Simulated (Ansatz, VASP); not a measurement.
Si4BW in VASP and in Ansatz

```
Si B W
1.0
     0.00000    3.39882    3.39882
     3.39882    0.00000    3.39882
     3.39882    3.39882    0.00000
Si B W
4 1 1
Direct
  0.62694 0.12435 0.12435
  0.12435 0.12435 0.12435
  0.12435 0.62694 0.12435
  0.12435 0.12435 0.62694
  0.75000 0.75000 0.75000
  0.50000 0.50000 0.50000
```

Change from the starting cell: species swapped into the Be4AlFe type (F-43m, No. 216).

Alike in both runs: functional PBE; k mesh 10 × 10 × 10; occupations gaussian, width 0.1 eV; no spin polarisation.

Ansatz relaxed the structure, and its values are those at the end. VASP's run is a single point on that final structure, the one shown.

```csv
,VASP,Ansatz
version,VASP 6.6.1,Ansatz 0.2.0
potentials or method,"VASP PAW PBE potentials, release 64 (Si, B, W_sv), cutoff 520 eV","scalar-relativistic, plane waves, PAW"
valence electrons in the cell,33,33
```

|  | VASP | Ansatz | Ansatz less VASP |
| --- | --- | --- | --- |
| gap on the k mesh at the Fermi level (eV) | none | none | - |
| pressure (GPa) | -0.1 | 0.0 | +0.09 |
| rms of the force components (eV/Å) | 0.008 | 0.007 | -0.0010 |

A gap of «none» marks a metal or a gap that the smearing closes. The functional is the same, so the differences come from potentials, cutoffs and numerics.

Spin-orbit coupling is off throughout.
